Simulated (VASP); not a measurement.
A run of VASP 6.6.1 is set up as follows.

INCAR

```
SYSTEM = Cd
ALGO = Normal ; EDIFF = 1E-6
ENCUT = 520 ; GGA = PS
ISIF = 2 ; ISMEAR = -1
LASPH = .TRUE. ; LCHARG = .FALSE.
LREAL = .FALSE. ; LWAVE = .FALSE.
NBANDS = 12 ; NELM = 100
PREC = Accurate ; SIGMA = 0.08
```

The input KPOINTS:

```
k-points
0
G
  17 17 17
  0 0 0
```

Contents of POSCAR:

```
Cd
1.0
    0.0000000000      1.9241508252      1.9241508252
    1.9241508252      0.0000000000      1.9241508252
    1.9241508252      1.9241508252      0.0000000000
Cd
1
Direct
    0.0000000000      0.0000000000      0.0000000000
```

Potentials or basis: VASP PAW PBE potentials, release 64 (Cd).

Command:

```sh
$ cat potpaw_PBE.64/Cd/POTCAR > POTCAR
$ mpirun -np 1 vasp_std > vasp.out
```

(1) Predict the pressure.

(2) What does it give for the band gap on the k mesh?

Results:

(1) 69.0 GPa.

(2) zero (bands 6 and 7 overlap by 1.72 eV).

Caveat: the cell stands under pressure; the PAW data sets were made with another functional, which shifts forces and pressure a little.
